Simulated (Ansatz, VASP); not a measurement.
# One calculation of SrTiO3, two programs

```
Sr Ti O
1.0
     3.90500    0.00000    0.00000
     0.00000    3.90500    0.00000
     0.00000    0.00000    3.78785
Sr Ti O
1 1 3
Direct
  0.00000 0.00000 0.00000
  0.50000 0.50000 0.50000
  0.00000 0.50000 0.50000
  0.50000 0.00000 0.50000
  0.50000 0.50000 0.00000
```

Change from the starting cell: zz strain of -3 %, crystal datasets.

Alike in both runs: task electric field gradients; functional PBE; k mesh 7 × 7 × 7; occupations fermi-dirac, width 0.05 eV; no spin polarisation.

|  | VASP | Ansatz |
| --- | --- | --- |
| version | VASP 6.6.1 | Ansatz 0.2.0 |
| potentials or method | VASP PAW PBE potentials, release 64 (Sr_sv, Ti_sv, O), cutoff 520 eV | all-electron PAW with datasets made for the crystal, scalar-relativistic |

|  | VASP | Ansatz | Ansatz less VASP |
| --- | --- | --- | --- |
| gap on the k mesh at the Fermi level (eV) | 1.94 | 1.97 | +0.028 |
| pressure (GPa) | 11.5 | 10.7 | -0.75 |
| traceless stress, the component that is largest in VASP (GPa) | 5.92 | 5.82 | -0.098 |
| size of Vzz on the site where it differs most (V/Å²) | 1.0 | 0.3 | -0.72 |

Ansatz ran all-electron here, and VASP with PAW potentials.
